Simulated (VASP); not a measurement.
Set up this calculation in VASP 6.6.1, as the native input.

* Task: relaxation of cell and atoms
* Functional: PBE
* Potentials or basis: VASP PAW PBE potentials, release 64 (Os, I)
* Cutoff: 600 eV
* k mesh: 18 × 18 × 18
* Occupations: gaussian, width 0.1 eV
* Spin: no spin polarisation
* Dipole correction: no
* Further INCAR settings: ALGO = Normal; EDIFF = 1e-06; IBRION = 2; EDIFFG = -0.01; NSW = 100; ISIF = 3

The structure of OsI lies in POSCAR:

```
OsI
1.0
    1.6495521146      0.9523693574      4.2013610434
   -1.6495521146      0.9523693574      4.2013610434
    0.0000000000     -1.9047387148      4.2013610434
Os I
1 1
Direct
    0.0000000000      0.0000000000      0.0000000000
    0.5000000000      0.5000000000      0.5000000000
```

These files were run (other wordings do the same):

INCAR

```
  PREC = Accurate
  ENCUT = 600
  EDIFF = 1E-6
  ISMEAR = 0
  SIGMA = 0.1
  LREAL = F
  LASPH = T
  NELM = 80
  ALGO = Normal
  ISIF = 3
  LWAVE = F
  LCHARG = F
  GGA = PE
  IBRION = 2
  NSW = 100
  EDIFFG = -0.01
```

KPOINTS

```
Automatic mesh
0
Gamma
  18 18 18
```

Potentials or basis: VASP PAW PBE potentials, release 64 (Os, I).

Command:

```console
$ cat potpaw_PBE.64/Os/POTCAR potpaw_PBE.64/I/POTCAR > POTCAR
$ mpirun -np 1 vasp_std > vasp.out
```

It gave:

* Relaxed volume: 19.84 Å³/atom
* Relaxed cell: a = 4.617 Å, b = 4.617 Å, c = 4.617 Å, α = 41.90°, β = 41.90°, γ = 41.90°
* Space group after relaxing (to 0.1 Å): R-3m (No. 166)
* Energy gained by relaxing: 0.0 meV/atom
* Ionic steps: 3
* Pressure after relaxing: 0.0 GPa
* Band gap on the k mesh: zero (an odd number of electrons rules out a gap without spin polarisation)

Caveat: spin-orbit coupling is left out, which moves the levels of the heavy elements; an odd number of electrons without spin polarisation forces a metal; a magnetic or distorted state may lie lower.

It took 10 min on 1 thread of AMD EPYC 9R45 96-Core Processor (Zen 5), on a shared host, peak memory 0.55 GiB.
